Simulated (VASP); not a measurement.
Set up this calculation in VASP 6.6.1, as the native input.

* Task: relaxation of cell and atoms
* Functional: LDA
* Potentials or basis: VASP PAW LDA potentials, release 64 (Mo_sv)
* Cutoff: 500 eV
* k mesh: 10 × 10 × 10
* Occupations: methfessel-paxton, width 0.1 eV
* Spin: no spin polarisation
* Dipole correction: no
* Further INCAR settings: ALGO = Normal; EDIFF = 1e-07; IBRION = 2; EDIFFG = -0.03; NSW = 80; ISIF = 3

The structure of Mo lies in POSCAR:

```
Mo
1.0
    0.0000000000      1.9800000000      1.9800000000
    1.9800000000      0.0000000000      1.9800000000
    1.9800000000      1.9800000000      0.0000000000
Mo
1
Direct
    0.0000000000      0.0000000000      0.0000000000
```

This isn't the form of Mo at room conditions, which is bcc.

The input as run:

INCAR

```
SYSTEM = Mo
ALGO     = Normal         ! electronic algorithm
EDIFF    = 1E-7           ! SCF threshold, eV
EDIFFG   = -0.03          ! ionic threshold
ENCUT    = 500            ! plane-wave cutoff, eV
GGA      = CA             ! functional
GGA_COMPAT= .FALSE.      
IBRION   = 2              ! ionic algorithm
ISIF     = 3              ! what is computed and relaxed
ISMEAR   = 1              ! smearing method
LASPH    = .TRUE.         ! aspherical terms in the spheres
LCHARG   = .FALSE.        ! write CHGCAR
LREAL    = .FALSE.        ! projectors in reciprocal space
LWAVE    = .FALSE.        ! write WAVECAR
NELM     = 120            ! most SCF steps
NELMIN   = 4            
NSW      = 80             ! ionic steps
PREC     = Accurate       ! precision mode
SIGMA    = 0.1            ! smearing width, eV
```

KPOINTS

```
k-points
0
G
  10 10 10
  0 0 0
```

Potentials or basis: VASP PAW LDA potentials, release 64 (Mo_sv).

Run with:

```console
$ cat potpaw_LDA.64/Mo_sv/POTCAR > POTCAR
$ mpirun -np 1 vasp_std > vasp.out
```

Results of the run:

```json
{
  "Relaxed volume": "15.27 Å³/atom",
  "Relaxed cell": "a = 2.785 Å, b = 2.785 Å, c = 2.785 Å, α = 60.00°, β = 60.00°, γ = 60.00°",
  "Space group after relaxing (to 0.1 Å)": "Fm-3m (No. 225)",
  "Energy gained by relaxing": "3.7 meV/atom",
  "Ionic steps": "3",
  "Pressure after relaxing": "-0.1 GPa",
  "Band gap on the k mesh": "zero (bands 7 and 8 overlap by 5.05 eV)"
}
```

Run time: 8.5 s on 1 thread of Intel(R) Xeon(R) Platinum 8559C (Emerald Rapids), on a shared host, peak memory 0.12 GiB.
